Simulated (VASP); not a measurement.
The system is PbO.

```
Pb O
1.0
     3.17937   -0.03132    0.00000
    -0.03132    3.17937    0.00000
     0.00000    0.00000    3.17937
Pb O
1 1
Direct
  0.00000 0.00000 0.00000
  0.50000 0.50000 0.50000
```

This cell differs from its parent crystal: shear xy strain -2.0%.

Base run:

| Property | Result |
| --- | --- |
| Program | VASP 6.6.1 |
| Functional | r2SCAN |
| Potentials or basis | VASP PAW PBE potentials, release 64 (Pb_d, O) |
| Cutoff | 520 eV |
| k mesh | 8 × 8 × 8 |
| Occupations | fermi-dirac, width 0.02 eV |
| Spin | no spin polarisation |

Its results: band gap on the k mesh 0.41 eV, indirect (least direct gap 0.46 eV); pressure 0.2 GPa.

Q: The run is repeated on the same cell with these changes: functional from r2SCAN to PBE. What comes out?

A: Band gap on the k mesh 0.40 eV, indirect (least direct gap 0.76 eV); pressure 3.3 GPa.

Caveats: spin-orbit coupling is left out, which moves the levels of the heavy elements; the PAW data sets were made with another functional, which shifts forces and pressure a little (some runs).

A k mesh can miss the band edges.
